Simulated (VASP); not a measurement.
C, 2 atoms in the cell. The structure is cubic, space group Fd-3m (No. 227). Conventional cell: a = 3.532 Å, b = 3.532 Å, c = 3.532 Å, α = 90.00°, β = 90.00°, γ = 90.00°. Within 2.0 Å of C (site symmetry -43m) lie 4 C at 1.53 Å. 

- Program: VASP 6.6.1
- Task: vibrations by perturbation theory
- Functional: LDA
- Potentials or basis: VASP PAW LDA potentials, release 64 (C)
- Cutoff: 600 eV
- k mesh: 12 × 12 × 12
- Occupations: gaussian, width 0.01 eV
- Spin: no spin polarisation
- Dipole correction: no
- Further INCAR settings: ALGO = Normal; EDIFF = 1e-08; IBRION = 8; NSW = 1

Potentials or basis: VASP PAW LDA potentials, release 64 (C).

The run is started by

```sh
$ cat potpaw_LDA.64/C/POTCAR > POTCAR
$ mpirun -np 1 vasp_std > vasp.out
```

Hardware: 1 thread of Intel Xeon 8259CL (shared host).

Problem. How long does it take, and how much memory?

Solution. Run time: 2.1 min on 1 thread of Intel Xeon 8259CL, with other jobs on the host, peak memory 0.19 GiB. Counts: scf iterations 98, k points 72.
